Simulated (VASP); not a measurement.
A run of VASP 6.6.1 is set up as follows.

File INCAR:

```
SYSTEM = Al
ALGO = Normal ; EDIFF = 1E-6
ENCUT = 500 ; GGA = PE
GGA_COMPAT = .FALSE. ; ISIF = 2
ISMEAR = 0 ; LASPH = .TRUE.
LCHARG = .FALSE. ; LREAL = .FALSE.
LWAVE = .FALSE. ; NBANDS = 10
NELM = 120 ; PREC = Accurate
SIGMA = 0.1
```

KPOINTS

```
k-points
0
G
  8 8 8
  0 0 0
```

Contents of POSCAR:

```
Al
1.0
    3.2385304571      0.0000000000      0.0000000000
    0.0000000000      3.2385304571      0.0000000000
    0.0000000000      0.0000000000      3.2385304571
Al
2
Direct
    0.0000000000      0.0000000000      0.0000000000
    0.5000000000      0.5000000000      0.5000000000
```

Potentials or basis: VASP PAW PBE potentials, release 64 (Al).

Run with:

```console
$ cat potpaw_PBE.64/Al/POTCAR > POTCAR
$ mpirun -np 1 vasp_std > vasp.out
```

**Question.** Predict the band gap on the k mesh.

**Answer.** Zero (band 3 reaches 12.63 eV, above the bottom of band 4 at 3.88 eV).

**Question.** Predict the pressure.

**Answer.** 0.1 GPa.
